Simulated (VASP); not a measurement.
The system is Cl.

```
Cl
1.0
     3.07265   -2.19770    0.00000
     3.07265    2.19770    0.00000
     0.00000    0.00000    8.15370
Cl
4
Direct
  0.87630 0.12370 0.10250
  0.62370 0.37630 0.60250
  0.12370 0.87630 0.89750
  0.37630 0.62370 0.39750
```

```yaml
Program: VASP 6.6.1
Task: relaxation of cell and atoms
Functional: PBEsol
Potentials_or_basis: VASP PAW PBE potentials, release 64 (Cl)
Cutoff: 600 eV
k_mesh: 5 × 5 × 2
Occupations: fermi-dirac, width 0.05 eV
Spin: no spin polarisation
```

At the start: pressure -0.1 GPa; volume 27.53 Å³/atom.

How do energy, volume and symmetry change on relaxing?

Over 47 steps the energy falls by 16.0 meV/atom and the volume is 27.08 Å³/atom (-1.6 %); space group Cmce (No. 64, to 0.1 Å) before and after.

Step by step:
```tsv
step	energy change (eV)	largest force (eV/Å)	pressure (GPa)	volume (Å³)
1	0.0000	0.1353	-0.14	110.12
3	-0.0211	0.1226	-0.59	108.58
5	-0.0342	0.3724	-0.94	106.00
7	-0.0425	0.2514	-0.36	104.41
9	-0.0439	0.2023	-0.18	104.13
11	-0.0479	0.0892	0.29	104.65
13	-0.0486	0.0446	0.16	104.69
15	-0.0507	0.0573	-0.20	105.94
17	-0.0522	0.0712	0.04	106.28
19	-0.0542	0.0366	-0.10	106.73
21	-0.0560	0.0487	-0.25	107.38
23	-0.0562	0.2080	0.27	107.19
25	-0.0581	0.1001	-0.01	107.28
27	-0.0601	0.0973	-0.23	107.14
29	-0.0615	0.0704	0.05	106.85
31	-0.0624	0.0444	0.06	106.72
33	-0.0628	0.0266	0.08	106.72
35	-0.0632	0.0291	0.17	106.86
37	-0.0636	0.0345	0.01	107.47
39	-0.0636	0.0199	0.05	107.33
41	-0.0637	0.0263	0.04	107.39
43	-0.0638	0.0148	0.04	107.59
45	-0.0639	0.0397	0.07	108.51
47	-0.0641	0.0076	-0.02	108.31
```

Final structure:
```yaml
crystal:
  lattice:
    - [3.44383, -1.95803, 0.00000]
    - [3.44383, 1.95803, 0.00000]
    - [0.00000, 0.00000, 8.03118]
  atoms:
    - { symbol: Cl, position: [0.87563, 0.12437, 0.11021] }
    - { symbol: Cl, position: [0.62437, 0.37563, 0.61021] }
    - { symbol: Cl, position: [0.12437, 0.87563, 0.88979] }
    - { symbol: Cl, position: [0.37563, 0.62437, 0.38979] }
```

Caveat: this functional lacks dispersion, which holds the molecules together, so the pressure and a relaxed volume are unreliable; the PAW data sets were made with another functional, which shifts forces and pressure a little.
